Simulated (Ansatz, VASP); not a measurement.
## One calculation of Pd, two programs

```
CELL_PARAMETERS angstrom
2.64731 0.00000 0.00000
0.00000 2.64731 0.00000
0.00000 0.00000 2.64731
ATOMIC_POSITIONS crystal
Pd 0.00000 0.00000 0.00000
```

Change from the starting cell: volume scaled by 1.04, crystal datasets.

Alike in both runs: task electric field gradients; functional PBE; k mesh 13 × 13 × 13; occupations fermi-dirac, width 0.03 eV; no spin polarisation.

|  | VASP | Ansatz |
| --- | --- | --- |
| version | VASP 6.6.1 | Ansatz 0.2.0 |
| potentials or method | VASP PAW PBE potentials, release 64 (Pd), cutoff 400 eV | all-electron PAW with datasets made for the crystal, scalar-relativistic |

VASP gave:

| Property | Result |
| --- | --- |
| pressure (GPa) | -4.9 |

Which values does Ansatz return?

Pressure (GPa): -4.4.

Ansatz ran all-electron here, and VASP with PAW potentials.
